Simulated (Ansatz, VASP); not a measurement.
TiSi2: VASP beside Ansatz

Contents of INCAR:

```
PREC     = Accurate       # precision mode
ENCUT    = 520            # plane-wave cutoff, eV
EDIFF    = 1E-7           # SCF threshold, eV
ISMEAR   = -1             # smearing method
SIGMA    = 0.072          # smearing width, eV
LREAL    = False          # projectors in reciprocal space
LASPH    = True           # aspherical terms in the spheres
NELM     = 80             # most SCF steps
ALGO     = Normal         # electronic algorithm
ISIF     = 2              # what is computed and relaxed
LWAVE    = False          # write WAVECAR
LCHARG   = False          # write CHGCAR
GGA      = PE             # functional
NBANDS   = 17             # bands
```

File KPOINTS:

```
Automatic mesh
0
Gamma
  6 6 6
```

POSCAR

```
TiSi2
1.0
   -1.4728720000      1.7121300000      4.2120830000
    1.4728720000     -1.7121300000      4.2120830000
    1.4728720000      1.7121300000     -4.2120830000
Ti Si
1 2
Direct
    0.0000000000      0.0000000000      0.0000000000
    0.3299220000      0.3299220000      0.0000000000
    0.6700780000      0.6700780000      0.0000000000
```

Input for Ansatz:

```yaml
crystal:
  lattice:
    - [-1.472872, 1.71213, 4.212083]
    - [1.472872, -1.71213, 4.212083]
    - [1.472872, 1.71213, -4.212083]
  atoms:
    - { symbol: Ti, position: [0.0, 0.0, 0.0] }
    - { symbol: Si, position: [0.329922, 0.329922, 0.0] }
    - { symbol: Si, position: [0.670078, 0.670078, 0.0] }
basis:
  ecutwfc: "24 Ha"
kpoints:
  mp_grid: { grid: [6, 6, 6] }
hamiltonian:
  xc: pbe
scf:
  occupations: { method: fermi_dirac, width: 0.072 }
  max_iter: 20
output:
  forces: true
  stress: true
  eigenvalues: true
```

Alike in both runs: task single point; functional PBE; k mesh 6 × 6 × 6; occupations fermi-dirac, width 0.072 eV; no spin polarisation.

|  | VASP | Ansatz |
| --- | --- | --- |
| version | VASP 6.6.1 | Ansatz 0.2.0 |
| potentials or method | VASP PAW PBE potentials, release 64 (Ti_sv, Si), cutoff 520 eV | scalar-relativistic, plane waves, PAW |
| valence electrons in the cell | 20 | 20 |

```tsv
	VASP	Ansatz	Ansatz less VASP
gap on the k mesh at the Fermi level (eV)	none	none	-
pressure (GPa)	0.4	0.5	+0.03
traceless stress, the component that is largest in VASP (GPa)	2.74	2.74	+0.002
rms of the force components (eV/Å)	0.075	0.075	-0.0004
```

Atom by atom the forces differ by 0.000 eV/Å (rms over components). A gap of «none» marks a metal or a gap that the smearing closes.

The k mesh is coarse, so the values compare programs but aren't converged.
